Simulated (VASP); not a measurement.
A run of VASP 6.6.1 is set up as follows.

INCAR

```
SYSTEM = SnSe2
PREC = Accurate
ENCUT = 520
EDIFF = 1E-6
ISMEAR = 0
SIGMA = 0.02
LREAL = .FALSE.
LASPH = .TRUE.
NELM = 100
ALGO = Normal
ISIF = 2
LWAVE = .FALSE.
LCHARG = .FALSE.
GGA = PE
NBANDS = 20
```

Contents of KPOINTS:

```
regular mesh
0
G
  12 12 4
  0 0 0
```

Contents of POSCAR:

```
SnSe2
1.0
    3.8493249193      0.0000000000      0.0000000000
   -1.9246624597      3.3336131675      0.0000000000
    0.0000000000      0.0000000000      6.2213578779
Sn Se
1 2
Direct
    0.0000000000      0.0000000000      0.0000000000
    0.3333333333      0.6666666667      0.2565695081
    0.6666666667      0.3333333333      0.7434304919
```

Potentials or basis: VASP PAW PBE potentials, release 64 (Sn_d, Se).

Launch:

```bash
$ cat potpaw_PBE.64/Sn_d/POTCAR potpaw_PBE.64/Se/POTCAR > POTCAR
$ mpirun -np 1 vasp_std > vasp.out
```

Task: Estimate the pressure.

Result: 1.4 GPa.

Task: What does it give for the band gap on the k mesh?

Result: 0.65 eV (least direct gap 1.00 eV).

Stress tensor (GPa, compression positive):
```
1.45 0.00 0.00
0.00 1.45 0.00
0.00 0.00 1.35
```

Caveat: semilocal functionals underestimate gaps, and a narrow one can read as zero; spin-orbit coupling is left out, which moves the levels of the heavy elements; this functional lacks dispersion, which binds layers or chains, so the pressure and a relaxed spacing across them are unreliable. A k mesh can miss the band edges.
